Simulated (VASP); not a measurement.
# CoO (I4/mmm) in VASP: a series of runs

The runs below take CoO through single point, with PBEsol.

All numbers are computed with VASP 6.6.1; they aren't measurements. Logs are shortened: lines on timing, memory, paths and dates and some standing lists are left out, and cuts for length are marked.

## Step 1: The cell of the first run

Symmetry: I4/mmm, No. 139, tetragonal system. Conventional cell: a = 3.016 Å, b = 3.016 Å, c = 4.214 Å, α = 90.00°, β = 90.00°, γ = 90.00°. Within 2.8 Å of Co (site symmetry 4/mmm) lie 6 O at 2.11 to 2.13 Å. O (site symmetry 4/mmm) has 6 Co at 2.11 to 2.13 Å within 2.8 Å.

## Step 2: Single point, PBEsol, collinear spin, ferromagnetic start

Input file INCAR:

```
PREC = Accurate
ENCUT = 520
EDIFF = 1E-6
ISMEAR = 0
SIGMA = 0.1
LREAL = False
LASPH = True
NELM = 150
ALGO = Normal
ISIF = 2
LWAVE = False
LCHARG = False
ISPIN = 2
MAGMOM = 2.74 0.38
LORBIT = 11
LMAXMIX = 4
GGA = PS
NBANDS = 18
```

Input file KPOINTS:

```
Automatic mesh
0
Gamma
  8 8 8
```

Input file POSCAR:

```
CoO
1.0
   -1.5080001529      1.5080001529      2.1072499549
    1.5080001529     -1.5080001529      2.1072499549
    1.5080001529      1.5080001529     -2.1072499549
Co O
1 1
Direct
    0.0000000000      0.0000000000      0.0000000000
    0.5000000000      0.5000000000      0.0000000000
```

Potentials or basis: VASP PAW PBE potentials, release 64 (Co, O).

Launch:

```
$ cat potpaw_PBE.64/Co/POTCAR potpaw_PBE.64/O/POTCAR > POTCAR
$ mpirun -np 1 vasp_std > vasp.out
```

OUTCAR:

```text
PREC = Accurate
   ENCUT = 520
   EDIFF = 1E-6
   ISMEAR = 0
   LREAL = False
   LASPH = True
   NELM = 150
   ISIF = 2
   ISPIN = 2
   LORBIT = 11
   GGA = PS

 ion  position               nearest neighbor table
   1  0.000  0.000  0.000-   2 2.11   2 2.11   2 2.13   2 2.13   2 2.13   2 2.13
   2  0.500  0.500  0.000-   1 2.11   1 2.11   1 2.13   1 2.13   1 2.13   1 2.13

  LATTYP: Found a body centered tetragonal cell.
 ALAT       =     3.0160003058
 C/A-ratio  =     1.3973804650

  Lattice vectors:

 A1 = (  -1.5080001529,   1.5080001529,   2.1072499549)
 A2 = (   1.5080001529,  -1.5080001529,   2.1072499549)
 A3 = (   1.5080001529,   1.5080001529,  -2.1072499549)

Analysis of symmetry for initial positions (statically):
=====================================================================
 Subroutine PRICEL returns:
 Original cell was already a primitive cell.

 Routine SETGRP: Setting up the symmetry group for a
 body centered tetragonal supercell.

 Subroutine GETGRP returns: Found 16 space group operations
 (whereof 16 operations were pure point group operations)
 out of a pool of 16 trial point group operations.

The static configuration has the point symmetry D_4h.

Analysis of symmetry for dynamics (positions and initial velocities):
=====================================================================
 Subroutine PRICEL returns:
 Original cell was already a primitive cell.

 Routine SETGRP: Setting up the symmetry group for a
 body centered tetragonal supercell.

 Subroutine GETGRP returns: Found 16 space group operations
 (whereof 16 operations were pure point group operations)
 out of a pool of 16 trial point group operations.

The dynamic configuration has the point symmetry D_4h.

Analysis of structural, dynamic, and magnetic symmetry:
=====================================================================
 Subroutine PRICEL returns:
 Original cell was already a primitive cell.

 Routine SETGRP: Setting up the symmetry group for a
 body centered tetragonal supercell.

 Subroutine GETGRP returns: Found 16 space group operations
 (whereof 16 operations were pure point group operations)
 out of a pool of 16 trial point group operations.

The overall configuration has the point symmetry D_4h.

 Subroutine INISYM returns: Found 16 space group operations
 (whereof 16 operations are pure point group operations),
 and found     1 'primitive' translations

[... 111 lines left out ...]
   IALGO  =     38    algorithm
   IMIX   =      4    mixing-type and parameters
     AMIX     =   0.40;   BMIX     =  1.00
     AMIX_MAG =   1.60;   BMIX_MAG =  1.00
  volume/ion in A,a.u.               =       9.58        64.68
  Fermi-wavevector in a.u.,A,eV,Ry     =   1.508617  2.850873 30.965840  2.275925
  Thomas-Fermi vector in A             =   2.619048
   LORBIT       =     11    0 simple, 1 ext, 2 COOP (PROOUT), +10 PAW based schemes
   GGA     = PS    functional components
   LHFCALC =     F    Hartree Fock is set to
   AEXX    =    0.0000 exact exchange contribution
   IVDW    =     0    specifies the selected vdW correction
   LEPSILON=     F    determine dielectric tensor
   LRPA    =     F    only Hartree local field effects (RPA)
 spin polarized calculation
 Gauss-broadening in eV      SIGMA  =   0.10
  energy-cutoff  :      520.00
  volume of cell :       19.17
 maximum number of plane-waves:       532
 NGX is ok and might be reduce to    24
   NGX = 11   NGY = 11   NGZ = 11

 number of electron      15.0000005 magnetization       2.8881570

 Free energy of the ion-electron system (eV)
  ---------------------------------------------------
  ext. energy  EPLUGINS =         0.00000000
  ---------------------------------------------------
  free energy    TOTEN  =       -13.96589211 eV

  energy without entropy =      -13.94502457  energy(sigma->0) =      -13.95545834

 E-fermi :   7.9401     XC(G=0): -12.7079

 val. band max:        7.9343297103   @ k =  -0.2500  -0.2500   0.1250
 cond. band min:       7.9443677325   @ k =   0.5000   0.2500   0.0000
 fundamental gap:      0.0100380222
 Fermi energy:         7.9401332109

 spin component 1

 k-point     1 :       0.0000    0.0000    0.0000
  band No.  band energies     occupation
      1     -12.3714      1.00000
      2       4.6477      1.00000
      3       4.6665      1.00000
      4       4.6688      1.00000
      5       4.6836      1.00000
      6       4.6836      1.00000
[... 493 lines left out ...]
     17      35.5808      0.00000
     18      37.1653      0.00000

 [... further k-points ...]

 spin component 2

 k-point     1 :       0.0000    0.0000    0.0000
  band No.  band energies     occupation
      1     -11.8492      1.00000
      2       5.2264      1.00000
      3       5.2818      1.00000
      4       5.2818      1.00000
      5       6.7977      1.00000
      6       6.7978      1.00000
[... 493 lines left out ...]
     17      35.9496      0.00000
     18      37.7818      0.00000

 [... further k-points ...]
[... 5 lines left out ...]
  --------------------------------------------------------------------------------------
  -------------------------------------------------------------------------------------
  Total       -1.2163769     -1.2163769     -1.2058274      0.0000000     -0.0000000      0.0000000
  in kB     -101.6716679   -101.6716679   -100.7898791      0.0000000     -0.0000000      0.0000000
  external PRESSURE =    -101.3777383 kB  Pullay stress =       0.0000000 kB

 VOLUME and BASIS-vectors are now :
 -----------------------------------------------------------------------------
  energy-cutoff  :      520.00
  volume of cell :       19.17
      direct lattice vectors                 reciprocal lattice vectors
    -1.508000153  1.508000153  2.107249955     0.000000000  0.331564953  0.237276076
     1.508000153 -1.508000153  2.107249955     0.331564953  0.000000000  0.237276076
     1.508000153  1.508000153 -2.107249955     0.331564953  0.331564953  0.000000000

 POSITION                                       TOTAL-FORCE (eV/Angst)
 -----------------------------------------------------------------------------------
      0.00000      0.00000      0.00000        -0.000000      0.000000      0.000000
      0.00000      0.00000      2.10725         0.000000     -0.000000      0.000000
 -----------------------------------------------------------------------------------
    total drift:                               -0.000000      0.000000     -0.000000

  FREE ENERGIE OF THE ION-ELECTRON SYSTEM (eV)
  ---------------------------------------------------
  free  energy   TOTEN  =       -13.9658921128 eV

  energy  without entropy=      -13.9450245673  energy(sigma->0) =      -13.95545834

 total charge

# of ion       s       p       d       tot
------------------------------------------
    1        0.299   0.366   7.153   7.819
    2        1.551   3.401   0.000   4.952
--------------------------------------------------
tot          1.850   3.767   7.153  12.771

 magnetization (x)

# of ion       s       p       d       tot
------------------------------------------
    1        0.020   0.018   2.494   2.532
    2        0.029   0.275   0.000   0.304
--------------------------------------------------
tot          0.049   0.293   2.494   2.836
```

stdout:

```text
POSCAR found type information on POSCAR CoO
 POSCAR found :  2 types and       2 ions
 scaLAPACK will be used
 -----------------------------------------------------------------------------
|                                                                             |
|                                                                             |
|     You enforced a specific xc type in the INCAR file but a different       |
|     I HOPE YOU KNOW WHAT YOU ARE DOING!                                     |
|                                                                             |
 -----------------------------------------------------------------------------

 LDA part: xc-table for (Slater+PW92), standard interpolation
 POSCAR, INCAR and KPOINTS ok, starting setup
 FFT: planning ... GRIDC
 FFT: planning ... GRID_SOFT
 FFT: planning ... GRID
 WAVECAR not read
 entering main loop
```

It took 21 s on 1 thread of Intel Xeon 6975P-C (Granite Rapids), shared host; peak memory 0.16 GiB.

Results:

```
Free energy                                           : -13.9659 eV
Pressure                                              : -10.1 GPa
Net moment                                            : 2.89 μB per cell
Site moments                                          : Co +2.53; O +0.30 μB
Valence electrons inside the program's atomic spheres : Co 7.82; O 4.95
```

Caveat: the k points lie up to 0.37 Å⁻¹ apart; the PAW data sets were made with another functional, which shifts forces and pressure a little; a cell with one magnetic atom can't hold antiferromagnetic order, which such compounds often take; semilocal functionals often make such compounds metallic where correlation or magnetic order opens a gap, which also shifts bond lengths. With open d or f shells a metallic result of PBEsol can be an artefact of self-interaction; +U or a hybrid may open a gap.

## Step 3: Single point, PBEsol, collinear spin, ferromagnetic start

Input file INCAR:

```
  PREC = Accurate
  ENCUT = 520
  EDIFF = 1E-7
  ISMEAR = 0
  SIGMA = 0.1
  LREAL = False
  LASPH = True
  NELM = 150
  ALGO = Normal
  ISIF = 2
  LWAVE = False
  LCHARG = False
  ISPIN = 2
  MAGMOM = 2.74 0.38
  LORBIT = 11
  LMAXMIX = 4
  GGA = PS
  NBANDS = 18
```

Input file KPOINTS:

```
regular mesh
0
Gamma
  10 10 10
```

POSCAR is that of step 2.

Potentials or basis: VASP PAW PBE potentials, release 64 (Co, O).

Launch:

```
$ cat potpaw_PBE.64/Co/POTCAR potpaw_PBE.64/O/POTCAR > POTCAR
$ mpirun -np 1 vasp_std > vasp.out
```

Run time: 47 s. Hardware: 1 thread of Intel Xeon 6975P-C (Granite Rapids), shared host; peak memory 0.18 GiB.

The run converged. Its results:

```yaml
Free_energy: -13.9649 eV
Pressure: -9.7 GPa
Net_moment: 2.92 μB per cell
Site_moments: Co +2.56; O +0.32 μB
Valence_electrons_inside_the_program's_atomic_spheres: Co 7.82; O 4.95
```

Stress tensor (GPa, compression positive):
```
-9.87  0.00  0.00
 0.00 -9.87  0.00
 0.00  0.00 -9.50
```

Levels at points of the mesh, in eV from the Fermi level:
Spin up:
```
           k point  band 6  band 7  band 8  band 9  band 10  band 11  band 12  band 13
(0.00, 0.00, 0.00)   -3.25   -3.19   -3.19   -3.09     0.88    16.59    17.96    17.96
(0.50, 0.00, 0.00)   -2.40   -1.86    0.05    0.13     4.87     9.26    13.13    13.41
(0.50, 0.50, 0.00)   -2.94   -2.41   -2.13   -2.10     5.74     9.62    11.54    15.58
(0.50, 0.50, 0.50)   -2.92   -2.40   -2.14   -2.14     5.74     9.78    11.40    15.54
```
Spin down:
```
           k point  band 4  band 5  band 6  band 7  band 8  band 9
(0.00, 0.00, 0.00)   -2.63   -1.14   -1.14   -1.09   -0.16   -0.15
(0.50, 0.00, 0.00)   -4.76   -0.14   -0.11    0.19    2.54    2.61
(0.50, 0.50, 0.00)   -3.87   -2.30    0.13    0.16    0.31    0.82
(0.50, 0.50, 0.50)   -3.95   -2.30    0.15    0.15    0.36    0.81
```

Caveat: the PAW data sets were made with another functional, which shifts forces and pressure a little; a cell with one magnetic atom can't hold antiferromagnetic order, which such compounds often take; semilocal functionals often make such compounds metallic where correlation or magnetic order opens a gap, which also shifts bond lengths.

## Step 4: Single point, PBEsol, collinear spin, ferromagnetic start

Input file INCAR:

```
SYSTEM = CoO
PREC     = Accurate       ! precision mode
ENCUT    = 520            ! plane-wave cutoff, eV
EDIFF    = 1E-7           ! SCF threshold, eV
ISMEAR   = 0              ! smearing method
SIGMA    = 0.01           ! smearing width, eV
LREAL    = .False.        ! projectors in reciprocal space
LASPH    = .True.         ! aspherical terms in the spheres
NELM     = 150            ! most SCF steps
ALGO     = Normal         ! electronic algorithm
ISIF     = 2              ! what is computed and relaxed
LWAVE    = .False.        ! write WAVECAR
LCHARG   = .False.        ! write CHGCAR
ISPIN    = 2              ! spin polarisation
MAGMOM   = 2.74 0.38      ! initial moments
LORBIT   = 11             ! projections on sites
LMAXMIX  = 4              ! l up to which the mixer works
GGA      = PS             ! functional
NBANDS   = 18             ! bands
```

Input file KPOINTS:

```
Automatic mesh
0
Gamma
  10 10 10
  0 0 0
```

POSCAR is that of step 3.

Launch:

```
$ cat potpaw_PBE.64/Co/POTCAR potpaw_PBE.64/O/POTCAR > POTCAR
$ mpirun -np 1 vasp_std > vasp.out
```

Run time: 44 s. Hardware: 1 thread of Intel Xeon 6975P-C (Granite Rapids), shared host; peak memory 0.18 GiB.

The run converged. Its results:

* Free energy: -13.9553 eV
* Pressure: -9.8 GPa
* Net moment: 2.93 μB per cell
* Site moments: Co +2.56; O +0.32 μB
* Valence electrons inside the program's atomic spheres: Co 7.82; O 4.95

Stress tensor (GPa, compression positive):
```
-9.89  0.00  0.00
 0.00 -9.89  0.00
 0.00  0.00 -9.72
```

Levels at points of the mesh, in eV from the Fermi level:
Spin up:
```tsv
k point	band 5	band 6	band 7	band 8	band 9	band 10	band 11	band 12	band 13	band 14
(0.00, 0.00, 0.00)	-3.25	-3.25	-3.20	-3.20	-3.10	0.88	16.59	17.96	17.96	17.99
(0.50, 0.00, 0.00)	-2.43	-2.41	-1.87	0.04	0.12	4.86	9.25	13.13	13.41	20.33
(0.50, 0.50, 0.00)	-4.07	-2.95	-2.41	-2.14	-2.10	5.73	9.62	11.53	15.58	15.78
(0.50, 0.50, 0.50)	-4.02	-2.92	-2.41	-2.15	-2.15	5.74	9.77	11.40	15.53	15.53
```
Spin down:
| k point | band 4 | band 5 | band 6 | band 7 | band 8 | band 9 |
| --- | --- | --- | --- | --- | --- | --- |
| (0.00, 0.00, 0.00) | -2.63 | -1.14 | -1.14 | -1.09 | -0.17 | -0.15 |
| (0.50, 0.00, 0.00) | -4.76 | -0.14 | -0.11 | 0.19 | 2.55 | 2.61 |
| (0.50, 0.50, 0.00) | -3.87 | -2.30 | 0.13 | 0.16 | 0.31 | 0.82 |
| (0.50, 0.50, 0.50) | -3.95 | -2.30 | 0.15 | 0.15 | 0.36 | 0.81 |

Caveat: the PAW data sets were made with another functional, which shifts forces and pressure a little; a cell with one magnetic atom can't hold antiferromagnetic order, which such compounds often take; semilocal functionals often make such compounds metallic where correlation or magnetic order opens a gap, which also shifts bond lengths. With open d or f shells a metallic result of PBEsol can be an artefact of self-interaction; +U or a hybrid may open a gap.

## Step 5: Single point, PBEsol, collinear spin, ferromagnetic start

Input file INCAR:

```
SYSTEM = CoO
PREC = Accurate ; ENCUT = 520
EDIFF = 1E-7 ; ISMEAR = 0
SIGMA = 0.05 ; LREAL = .False.
LASPH = .True. ; NELM = 150
ALGO = Normal ; ISIF = 2
LWAVE = .False. ; LCHARG = .False.
ISPIN = 2 ; MAGMOM = 2.74 0.38
LORBIT = 11 ; LMAXMIX = 4
GGA = PS ; NBANDS = 18
```

KPOINTS is that of step 4.

POSCAR is that of step 4.

Launch:

```
$ cat potpaw_PBE.64/Co/POTCAR potpaw_PBE.64/O/POTCAR > POTCAR
$ mpirun -np 1 vasp_std > vasp.out
```

Wall time 42 s (1 thread of Intel Xeon 6975P-C (Granite Rapids), shared host); peak memory 0.18 GiB.

Results (log left out):

- Free energy: -13.9578 eV
- Pressure: -9.8 GPa
- Net moment: 2.93 μB per cell
- Site moments: Co +2.56; O +0.32 μB
- Valence electrons inside the program's atomic spheres: Co 7.82; O 4.95

Stress tensor (GPa, compression positive):
```
-9.93  0.00  0.00
 0.00 -9.93  0.00
 0.00  0.00 -9.56
```

Levels at points of the mesh, in eV from the Fermi level:
Spin up:
| k point | band 7 | band 8 | band 9 | band 10 | band 11 | band 12 |
| --- | --- | --- | --- | --- | --- | --- |
| (0.00, 0.00, 0.00) | -3.20 | -3.20 | -3.10 | 0.88 | 16.59 | 17.96 |
| (0.50, 0.00, 0.00) | -1.87 | 0.04 | 0.12 | 4.86 | 9.25 | 13.13 |
| (0.50, 0.50, 0.00) | -2.41 | -2.14 | -2.10 | 5.73 | 9.62 | 11.53 |
| (0.50, 0.50, 0.50) | -2.41 | -2.15 | -2.15 | 5.74 | 9.77 | 11.40 |
Spin down:
```tsv
k point	band 4	band 5	band 6	band 7	band 8	band 9
(0.00, 0.00, 0.00)	-2.63	-1.14	-1.14	-1.09	-0.16	-0.15
(0.50, 0.00, 0.00)	-4.77	-0.14	-0.11	0.19	2.54	2.61
(0.50, 0.50, 0.00)	-3.87	-2.30	0.13	0.16	0.31	0.82
(0.50, 0.50, 0.50)	-3.96	-2.30	0.15	0.15	0.35	0.81
```

Caveat: the PAW data sets were made with another functional, which shifts forces and pressure a little; a cell with one magnetic atom can't hold antiferromagnetic order, which such compounds often take; semilocal functionals often make such compounds metallic where correlation or magnetic order opens a gap, which also shifts bond lengths. With open d or f shells a metallic result of PBEsol can be an artefact of self-interaction; +U or a hybrid may open a gap.

(Continued in part 2 of 2.)
